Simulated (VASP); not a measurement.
Crystal: LaAlS3.

```xyz
5
Lattice="5.0248 0.0000 0.0000 0.0000 5.0248 0.0000 0.0000 0.0000 5.0248" Properties=species:S:1:pos:R:3 pbc="T T T"
La    0.0000    0.0000    0.0000
Al    2.5124    2.5124    2.5124
S     0.0000    2.5124    2.5124
S     2.5124    0.0000    2.5124
S     2.5124    2.5124    0.0000
```

| Quantity | Value |
| --- | --- |
| Program | VASP 6.6.1 |
| Task | relaxation of cell and atoms |
| Functional | PBEsol |
| Potentials or basis | VASP PAW PBE potentials, release 64 (La, Al, S) |
| Cutoff | 600 eV |
| k mesh | 4 × 4 × 4 |
| Occupations | fermi-dirac, width 0.03 eV |
| Spin | no spin polarisation |

At the start: pressure -13.5 GPa; volume 25.37 Å³/atom.

Where does the relaxation end?

Over 3 steps the energy falls by 294.3 meV/atom and the volume is 19.77 Å³/atom (-22.1 %); space group Pm-3m (No. 221, to 0.05 Å).

The path:
| step | energy change (eV) | largest force (eV/Å) | pressure (GPa) | volume (Å³) |
| --- | --- | --- | --- | --- |
| 1 | 0.0000 | 0.0000 | -13.50 | 126.87 |
| 2 | -1.2933 | 0.0000 | 8.34 | 91.51 |
| 3 | -1.4717 | 0.0000 | 0.02 | 98.83 |

Final structure:
```
La Al S
1.0
     4.62343    0.00000    0.00000
     0.00000    4.62343    0.00000
     0.00000    0.00000    4.62343
La Al S
1 1 3
Cartesian
  0.0000 0.0000 0.0000
  2.3117 2.3117 2.3117
  0.0000 2.3117 2.3117
  2.3117 0.0000 2.3117
  2.3117 2.3117 0.0000
```

Caveat: the volume moved by over 15 % at a fixed basis, so the end points are rough; the PAW data sets were made with another functional, which shifts forces and pressure a little.
